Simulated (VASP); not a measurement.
Here is a VASP 6.6.1 calculation.

The input INCAR:

```
SYSTEM = TiCo
ALGO = Normal ; EDIFF = 1E-6
ENCUT = 520 ; GGA = PS
ISIF = 2 ; ISMEAR = -1
ISPIN = 2 ; LASPH = .TRUE.
LCHARG = .FALSE. ; LMAXMIX = 4
LORBIT = 11 ; LREAL = .FALSE.
LWAVE = .FALSE. ; MAGMOM = 2 1
NBANDS = 22 ; NELM = 150
PREC = Accurate ; SIGMA = 0.05
```

The input KPOINTS:

```
k-points
0
G
  9 9 9
  0 0 0
```

File POSCAR:

```
TiCo
1.0
    2.8527527489      0.0000000000      0.0000000000
    0.0000000000      2.8527527489      0.0000000000
    0.0000000000      0.0000000000      2.8527527489
Co Ti
1 1
Direct
    0.5000000000      0.5000000000      0.5000000000
    0.0000000000      0.0000000000      0.0000000000
```

Potentials or basis: VASP PAW PBE potentials, release 64 (Co, Ti_sv).

Launch:

```bash
$ cat potpaw_PBE.64/Co/POTCAR potpaw_PBE.64/Ti_sv/POTCAR > POTCAR
$ mpirun -np 1 vasp_std > vasp.out
```

Problem. What does it give for the pressure?

Solution. 19.2 GPa.

Problem. Estimate the net moment.

Solution. 0.46 μB per cell.

Problem. Predict the site moments.

Solution. Co +0.47; Ti +0.01 μB.

Caveat: the cell stands under pressure; the PAW data sets were made with another functional, which shifts forces and pressure a little.
